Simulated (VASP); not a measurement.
Write the native input for VASP 6.6.1 that does the following.

```
Task                   : relaxation of cell and atoms
Functional             : PBEsol
Potentials or basis    : VASP PAW PBE potentials, release 64 (C)
Cutoff                 : 600 eV
k mesh                 : 9 × 9 × 6
Occupations            : gaussian, width 0.02 eV
Spin                   : no spin polarisation
Dipole correction      : no
Further INCAR settings : ALGO = Normal; EDIFF = 1e-06; IBRION = 2; EDIFFG = -0.002; NSW = 100; ISIF = 3
```

The structure of C lies in POSCAR:

```
C
1.0
    2.4986121394      0.0000000000      0.0000000000
   -1.2493060697      2.1638615869      0.0000000000
    0.0000000000      0.0000000000      4.1610155871
C
4
Direct
    0.3333333333      0.6666666667     -0.0001385515
    0.6666666667      0.3333333333      0.4998614485
    0.3333333333      0.6666666667      0.3741385515
    0.6666666667      0.3333333333      0.8741385515
```

These files were run (other wordings do the same):

INCAR

```
PREC = Accurate
ENCUT = 600
EDIFF = 1E-6
ISMEAR = 0
SIGMA = 0.02
LREAL = False
LASPH = True
NELM = 60
ALGO = Normal
ISIF = 3
LWAVE = False
LCHARG = False
GGA = PS
IBRION = 2
NSW = 100
EDIFFG = -0.002
```

KPOINTS

```
Automatic mesh
0
Gamma
  9 9 6
```

Potentials or basis: VASP PAW PBE potentials, release 64 (C).

The run is started by

```bash
$ cat potpaw_PBE.64/C/POTCAR > POTCAR
$ mpirun -np 1 vasp_std > vasp.out
```

Results of the run:

```json
{
  "Relaxed volume": "5.63 Å³/atom",
  "Relaxed cell": "a = 2.500 Å, b = 2.500 Å, c = 4.162 Å, α = 90.00°, β = 90.00°, γ = 120.00°",
  "Space group after relaxing (to 0.05 Å)": "P6_3/mmc (No. 194)",
  "Energy gained by relaxing": "0.0 meV/atom",
  "Ionic steps": "5",
  "Pressure after relaxing": "0.0 GPa",
  "Band gap on the k mesh": "3.04 eV, indirect (least direct gap 4.92 eV)"
}
```

Caveat: the PAW data sets were made with another functional, which shifts forces and pressure a little.

It took 48 s on 1 thread of Intel Xeon 8259CL, on a shared host, peak memory 0.14 GiB.
